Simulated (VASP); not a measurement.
## Ag: relaxation of cell and atoms with PBE+D4

Crystal: Ag.

```
Ag
1.0
    -1.65565    1.65565    1.65565
     1.65565   -1.65565    1.65565
     1.65565    1.65565   -1.65565
Ag
1
Direct
  0.00000 0.00000 0.00000
```

| Property | Result |
| --- | --- |
| Program | VASP 6.6.1 |
| Task | relaxation of cell and atoms |
| Functional | PBE |
| Dispersion | D4 |
| Potentials or basis | VASP PAW PBE potentials, release 64 (Ag) |
| Cutoff | 600 eV |
| k mesh | 11 × 11 × 11 |
| Occupations | fermi-dirac, width 0.05 eV |
| Spin | no spin polarisation |
| Dipole correction | no |
| Further INCAR settings | ALGO = Normal; EDIFF = 1e-07; IBRION = 2; EDIFFG = -0.01; NSW = 60; ISIF = 3 |

```yaml
Relaxed_volume: 17.13 Å³/atom
Relaxed_cell: a = 2.813 Å, b = 2.813 Å, c = 2.813 Å, α = 109.47°, β = 109.47°, γ = 109.47°
Space_group_after_relaxing_to_0.05_Å: Im-3m (No. 229)
Energy_gained_by_relaxing: 18.2 meV/atom
Ionic_steps: 3
Pressure_after_relaxing: 0.0 GPa
Dispersion_energy_per_atom: -0.565 eV
```

The path:
```tsv
step	energy change (eV)	largest force (eV/Å)	pressure (GPa)	volume (Å³)
1	0.0000	0.0000	-5.32	18.15
2	-0.0128	0.0000	3.53	16.62
3	-0.0182	0.0000	0.00	17.13
```

Final structure:
```yaml
crystal:
  lattice:
    - [-1.62384, 1.62384, 1.62384]
    - [1.62384, -1.62384, 1.62384]
    - [1.62384, 1.62384, -1.62384]
  atoms:
    - { symbol: Ag, position: [0.00000, 0.00000, 0.00000] }
```

Levels at points of the mesh, in eV from the Fermi level:
```
           k point  band 3  band 4  band 5  band 6  band 7  band 8  band 9
(0.00, 0.00, 0.00)   -4.90   -4.90   -3.58   -3.58   17.97   17.97   17.97
```

It took 14 s on 1 thread of AMD EPYC 9R45 96-Core Processor (Zen 5) (shared host), peak memory 0.12 GiB.

Caveat: pairwise dispersion overbinds metals, which lowers pressure and volume.
